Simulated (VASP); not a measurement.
Write the native input for VASP 6.6.1 that does the following.

```
Task                    : single point
Functional              : PBE
Potentials or basis     : VASP PAW PBE potentials, release 64 (Hf_pv, H)
Cutoff                  : 520 eV
k mesh                  : 12 × 12 × 10
Occupations             : gaussian, width 0.1 eV
Spin                    : no spin polarisation
Dipole correction       : no
k mesh for the DOS      : 18 × 18 × 15
Occupations for the DOS : tetrahedron
Further INCAR settings  : ALGO = Fast; EDIFF = 1e-07
```

Crystal: HfH5.

```
Hf H
1.0
     2.40733   -2.41304    0.00000
     2.40733    2.41304    0.00000
     0.00000    0.00000    4.18437
Hf H
1 5
Cartesian
  0.0000 0.0000 0.0000
  1.2037 1.2065 1.0291
  1.2037 -1.2065 3.1553
  1.2037 1.2065 3.1553
  1.2037 -1.2065 1.0291
  0.0000 0.0000 2.0922
```

The input as run:

POSCAR

```
HfH5
1.0
    2.4073327224     -2.4130370111      0.0000000000
    2.4073327224      2.4130370111      0.0000000000
    0.0000000000      0.0000000000      4.1843725302
Hf H
1 5
Direct
    0.0000000000      0.0000000000      0.0000000000
    0.0000000000      0.5000000000      0.2459368381
    0.5000000000      0.0000000000      0.7540631619
    0.0000000000      0.5000000000      0.7540631619
    0.5000000000      0.0000000000      0.2459368381
    0.0000000000      0.0000000000      0.5000000000
```

INCAR.step1

```
  PREC = Accurate
  ENCUT = 520
  EDIFF = 1E-7
  ISMEAR = 0
  SIGMA = 0.1
  LREAL = F
  LASPH = T
  NELM = 60
  ALGO = Fast
  ISIF = 2
  LWAVE = F
  LCHARG = T
  LMAXMIX = 4
  GGA = PE
  NBANDS = 16
```

KPOINTS.step1

```
Automatic mesh
0
Gamma
  12 12 10
```

INCAR.step2

```
  PREC = Accurate
  ENCUT = 520
  EDIFF = 1E-7
  ISMEAR = -5
  SIGMA = 0.1
  LREAL = F
  LASPH = T
  NELM = 60
  ALGO = Fast
  ISIF = 2
  LWAVE = F
  LCHARG = F
  LMAXMIX = 4
  GGA = PE
  LORBIT = 11
  NEDOS = 1001
  ICHARG = 11
```

KPOINTS.step2

```
Automatic mesh
0
Gamma
  18 18 15
```

Potentials or basis: VASP PAW PBE potentials, release 64 (Hf_pv, H).

The run is started by

```bash
$ cat potpaw_PBE.64/Hf_pv/POTCAR potpaw_PBE.64/H/POTCAR > POTCAR
$ cp INCAR.step1 INCAR
$ cp KPOINTS.step1 KPOINTS
$ mpirun -np 1 vasp_std > vasp.out
$ cp INCAR.step2 INCAR
$ cp KPOINTS.step2 KPOINTS
$ mpirun -np 1 vasp_std > vasp.out
```

Results of the run:

The valence electrons inside the program's atomic spheres are Hf 8.44; H 0.54, 0.49 (each value once).

Caveat: an odd number of electrons without spin polarisation forces a metal; a magnetic or distorted state may lie lower.

Run time: 9 min on 1 thread of Oxide Virtual Turin-like Processor, with other jobs on the host, peak memory 0.48 GiB.
